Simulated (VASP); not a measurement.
Set up this calculation in VASP 6.6.1, as the native input.

```yaml
Task: single point
Functional: PBE
Potentials_or_basis: VASP PAW PBE potentials, release 64 (Al)
Cutoff: 500 eV
k_mesh: 9 × 9 × 9
Occupations: gaussian, width 0.1 eV
Spin: no spin polarisation
Dipole_correction: no
Further_INCAR_settings: ALGO = Normal; EDIFF = 1e-06; NBANDS = 8
```

The structure of Al lies in POSCAR:

```
Al
1.0
   -1.5965051697      1.5965051697      1.5965051697
    1.5965051697     -1.5965051697      1.5965051697
    1.5965051697      1.5965051697     -1.5965051697
Al
1
Direct
    0.0000000000      0.0000000000      0.0000000000
```

One way to write it, as run:

INCAR

```
SYSTEM = Al
ALGO     = Normal         ! electronic algorithm
EDIFF    = 1E-6           ! SCF threshold, eV
ENCUT    = 500            ! plane-wave cutoff, eV
GGA      = PE             ! functional
GGA_COMPAT= .False.      
ISIF     = 2              ! what is computed and relaxed
ISMEAR   = 0              ! smearing method
LASPH    = .True.         ! aspherical terms in the spheres
LCHARG   = .False.        ! write CHGCAR
LREAL    = .False.        ! projectors in reciprocal space
LWAVE    = .False.        ! write WAVECAR
NBANDS   = 8              ! bands
NELM     = 120            ! most SCF steps
PREC     = Accurate       ! precision mode
SIGMA    = 0.1            ! smearing width, eV
```

KPOINTS

```
k-points
0
Gamma
  9 9 9
  0 0 0
```

Potentials or basis: VASP PAW PBE potentials, release 64 (Al).

Launch:

```sh
$ cat potpaw_PBE.64/Al/POTCAR > POTCAR
$ mpirun -np 1 vasp_std > vasp.out
```

Results of the run:

| Property | Result |
| --- | --- |
| Pressure | 3.0 GPa |

Wall time 8.3 s on 1 thread of AMD EPYC 7R13, with other jobs on the host, peak memory 0.09 GiB.
